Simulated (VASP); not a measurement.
# MgO (mix) (Fm-3m) in VASP: single point with PBE

Aim: the single point of MgO (mix) with PBE.

Program: VASP 6.6.1. These are calculated values, not measurements. Logs are shortened: lines on timing, memory, paths and dates and some standing lists are left out, and cuts for length are marked.

**1. The cell of the first run**

It takes space group Fm-3m (No. 225, cubic). Conventional cell: a = 4.147 Å, b = 4.147 Å, c = 4.147 Å, α = 90.00°, β = 90.00°, γ = 90.00°. Within 2.7 Å of Mg (site symmetry m-3m) lie 6 O at 2.07 Å. Within 2.7 Å of O (site symmetry m-3m) lie 6 Mg at 2.07 Å.

**2. Single point, PBE**

Contents of INCAR:

```
SYSTEM = MgO
  PREC = Accurate
  ENCUT = 600
  EDIFF = 1E-6
  ISMEAR = 0
  SIGMA = 0.02
  LREAL = .False.
  LASPH = .True.
  NELM = 120
  ALGO = Normal
  ISIF = 2
  LWAVE = .False.
  LCHARG = .True.
  GGA = PE
  LELF = .True.
  LVHAR = .True.
  NBANDS = 11
  GGA_COMPAT = .False.
```

Contents of KPOINTS:

```
regular mesh
0
Gamma
  10 10 10
  0 0 0
```

Contents of POSCAR:

```
MgO
1.0
    0.0000000000      2.0735111331      2.0735111331
    2.0735111331      0.0000000000      2.0735111331
    2.0735111331      2.0735111331      0.0000000000
Mg O
1 1
Direct
    0.0000000000      0.0000000000      0.0000000000
    0.5000000000      0.5000000000      0.5000000000
```

Potentials or basis: VASP PAW PBE potentials, release 64 (Mg, O).

The run is started by

```
> cat potpaw_PBE.64/Mg/POTCAR potpaw_PBE.64/O/POTCAR > POTCAR
> mpirun -np 1 vasp_std > vasp.out
```

OUTCAR:

```text
SYSTEM = MgO
   PREC = Accurate
   ENCUT = 600
   EDIFF = 1E-6
   ISMEAR = 0
   LREAL = .False.
   LASPH = .True.
   NELM = 120
   ISIF = 2
   GGA = PE

 ion  position               nearest neighbor table
   1  0.000  0.000  0.000-   2 2.07   2 2.07   2 2.07   2 2.07   2 2.07   2 2.07
   2  0.500  0.500  0.500-   1 2.07   1 2.07   1 2.07   1 2.07   1 2.07   1 2.07

  LATTYP: Found a face centered cubic cell.
 ALAT       =     4.1470222662

  Lattice vectors:

 A1 = (   0.0000000000,   2.0735111331,   2.0735111331)
 A2 = (   2.0735111331,   0.0000000000,   2.0735111331)
 A3 = (   2.0735111331,   2.0735111331,   0.0000000000)

Analysis of symmetry for initial positions (statically):
=====================================================================
 Subroutine PRICEL returns:
 Original cell was already a primitive cell.

 Routine SETGRP: Setting up the symmetry group for a
 face centered cubic supercell.

 Subroutine GETGRP returns: Found 48 space group operations
 (whereof 48 operations were pure point group operations)
 out of a pool of 48 trial point group operations.

The static configuration has the point symmetry O_h .

Analysis of symmetry for dynamics (positions and initial velocities):
=====================================================================
 Subroutine PRICEL returns:
 Original cell was already a primitive cell.

 Routine SETGRP: Setting up the symmetry group for a
 face centered cubic supercell.

 Subroutine GETGRP returns: Found 48 space group operations
 (whereof 48 operations were pure point group operations)
 out of a pool of 48 trial point group operations.

The dynamic configuration has the point symmetry O_h .

 Subroutine INISYM returns: Found 48 space group operations
 (whereof 48 operations are pure point group operations),
 and found     1 'primitive' translations

----------------------------------------------------------------------------------------

                                     Primitive cell

  volume of cell :      17.8299

  direct lattice vectors                    reciprocal lattice vectors
     0.000000000  2.073511133  2.073511133    -0.241136877  0.241136877  0.241136877
     2.073511133  0.000000000  2.073511133     0.241136877 -0.241136877  0.241136877
     2.073511133  2.073511133  0.000000000     0.241136877  0.241136877 -0.241136877

  length of vectors
     2.932387566  2.932387566  2.932387566     0.417661323  0.417661323  0.417661323

  position of ions in fractional coordinates (direct lattice)
     0.000000000  0.000000000  0.000000000
     0.500000000  0.500000000  0.500000000
[... 74 lines left out ...]
   LASPH  =      T    aspherical Exc in radial PAW
   ENCUT  =  600.0 eV  44.10 Ry    6.64 a.u.   5.86  5.86  5.86*2*pi/ulx,y,z
   NELM   =    120;   NELMIN=  2; NELMDL= -5     # of ELM steps
   EDIFF  = 0.1E-05   stopping-criterion for ELM
   LREAL  =      F    real-space projection
[... 7 lines left out ...]
   TEBEG  =    0.0;   TEEND  =   0.0 temperature during run
   PSTRESS=    0.0 pullay stress
   NELECT =       8.0000    total number of electrons
   NUPDOWN=      -1.0000    fix difference up-down
   EMIN   =  10.00;   EMAX   =-10.00  energy-range for DOS
   EFERMI =   0.00;   METHOD = LEGACY
   ISMEAR =     0;   SIGMA  =   0.02  broadening in eV -4-tet -1-fermi 0-gaus
   EFERMI_NEDOS =   21; number of points for ismear=-14 and -15
   IALGO  =     38    algorithm
   IMIX   =      4    mixing-type and parameters
     AMIX     =   0.40;   BMIX     =  1.00
     AMIX_MAG =   1.60;   BMIX_MAG =  1.00
  volume/ion in A,a.u.               =       8.91        60.16
  Fermi-wavevector in a.u.,A,eV,Ry     =   1.253300  2.368394 21.371508  1.570761
  Thomas-Fermi vector in A             =   2.387160
   LORBIT       =      0    0 simple, 1 ext, 2 COOP (PROOUT), +10 PAW based schemes
   GGA     = PE    functional components
   LHFCALC =     F    Hartree Fock is set to
   AEXX    =    0.0000 exact exchange contribution
   IVDW    =     0    specifies the selected vdW correction
   LEPSILON=     F    determine dielectric tensor
   LRPA    =     F    only Hartree local field effects (RPA)
 non-spin polarized calculation
 Gauss-broadening in eV      SIGMA  =   0.02
  energy-cutoff  :      600.00
  volume of cell :       17.83
 maximum number of plane-waves:       610
   NGX = 11   NGY = 11   NGZ = 11

 number of electron       7.9999999 magnetization

 Free energy of the ion-electron system (eV)
  ---------------------------------------------------
  ext. energy  EPLUGINS =         0.00000000
  ---------------------------------------------------
  free energy    TOTEN  =       -11.86500274 eV

  energy without entropy =      -11.86500274  energy(sigma->0) =      -11.86500274

 E-fermi :   3.6475     XC(G=0): -11.3016

 val. band max:        3.5441579767   @ k =   0.0000   0.0000   0.0000
 cond. band min:       8.7402978157   @ k =   0.0000   0.0000   0.0000
 fundamental gap:      5.1961398390
 Fermi energy:         3.6475052461

 k-point     1 :       0.0000    0.0000    0.0000
  band No.  band energies     occupation
      1     -13.9644      2.00000
      2       3.5442      2.00000
      3       3.5442      2.00000
      4       3.5442      2.00000
      5       8.7403      0.00000
      6      19.6106      0.00000
      7      19.6106      0.00000
      8      19.6106      0.00000
      9      23.6513      0.00000
     10      25.4819      0.00000
     11      25.4819      0.00000
[... 309 lines left out ...]
 k-point    24 :       0.4000    0.3000    0.0000
  band No.  band energies     occupation
      1     -12.6176      2.00000
      2      -0.1854      2.00000
      3       2.1730      2.00000
      4       2.4035      2.00000
      5      13.5168      0.00000
      6      13.9478      0.00000
      7      17.6552      0.00000
      8      22.3474      0.00000
      9      22.5626      0.00000
     10      29.0146      0.00000
     11      31.4785      0.00000

 [... further k-points ...]
[... 5 lines left out ...]
  --------------------------------------------------------------------------------------
  -------------------------------------------------------------------------------------
  Total        1.3706598      1.3706598      1.3706598      0.0000000      0.0000000     -0.0000000
  in kB      123.1660845    123.1660845    123.1660845      0.0000000      0.0000000     -0.0000000
  external PRESSURE =     123.1660845 kB  Pullay stress =       0.0000000 kB

 VOLUME and BASIS-vectors are now :
 -----------------------------------------------------------------------------
  energy-cutoff  :      600.00
  volume of cell :       17.83
      direct lattice vectors                 reciprocal lattice vectors
     0.000000000  2.073511133  2.073511133    -0.241136877  0.241136877  0.241136877
     2.073511133  0.000000000  2.073511133     0.241136877 -0.241136877  0.241136877
     2.073511133  2.073511133  0.000000000     0.241136877  0.241136877 -0.241136877

 POSITION                                       TOTAL-FORCE (eV/Angst)
 -----------------------------------------------------------------------------------
      0.00000      0.00000      0.00000         0.000000      0.000000      0.000000
      2.07351      2.07351      2.07351        -0.000000     -0.000000      0.000000
 -----------------------------------------------------------------------------------
    total drift:                               -0.000000     -0.000000      0.000000

  FREE ENERGIE OF THE ION-ELECTRON SYSTEM (eV)
  ---------------------------------------------------
  free  energy   TOTEN  =       -11.8650027352 eV

  energy  without entropy=      -11.8650027352  energy(sigma->0) =      -11.86500274
```

OSZICAR:

```text
N       E                     dE             d eps       ncg     rms          rms(c)
DAV:   1     0.169371249134E+02    0.16937E+02   -0.50029E+03  1146   0.733E+02
DAV:   2    -0.127885533624E+02   -0.29726E+02   -0.28644E+02  1172   0.146E+02
DAV:   3    -0.134342617872E+02   -0.64571E+00   -0.64530E+00  1256   0.190E+01
DAV:   4    -0.134357836329E+02   -0.15218E-02   -0.15218E-02  1124   0.104E+00
DAV:   5    -0.134357883765E+02   -0.47437E-05   -0.47437E-05  1193   0.570E-02    0.727E+00
DAV:   6    -0.118799187263E+02    0.15559E+01   -0.84402E+00  1091   0.164E+01    0.215E+00
DAV:   7    -0.118702462239E+02    0.96725E-02   -0.54583E-02  1118   0.209E+00    0.134E+00
DAV:   8    -0.118653632808E+02    0.48829E-02   -0.25300E-02  1091   0.182E+00    0.226E-01
DAV:   9    -0.118650058877E+02    0.35739E-03   -0.58524E-04  1178   0.167E-01    0.126E-01
DAV:  10    -0.118650013254E+02    0.45623E-05   -0.52434E-04  1136   0.169E-01    0.114E-02
DAV:  11    -0.118650028814E+02   -0.15560E-05   -0.32031E-06  1187   0.156E-02    0.499E-03
DAV:  12    -0.118650027352E+02    0.14614E-06   -0.58544E-07   631   0.610E-03
   1 F= -.11865003E+02 E0= -.11865003E+02  d E =-.857365E-16
```

stdout:

```text
POSCAR found type information on POSCAR MgO
 POSCAR found :  2 types and       2 ions
 scaLAPACK will be used
 LDA part: xc-table for (Slater+PW92), standard interpolation
 POSCAR, INCAR and KPOINTS ok, starting setup
 FFT: planning ... GRIDC
 FFT: planning ... GRID_SOFT
 FFT: planning ... GRID
 WAVECAR not read
 entering main loop
```

Wall time 13 s (1 thread of AMD EPYC 7R13, shared host); peak memory 0.12 GiB.

What came out:

```yaml
Free_energy: -11.8650 eV
Pressure: 12.3 GPa
Band_gap_on_the_k_mesh: 5.20 eV, direct
```

A hybrid or GW would open this gap; PBE tends to underestimate it.
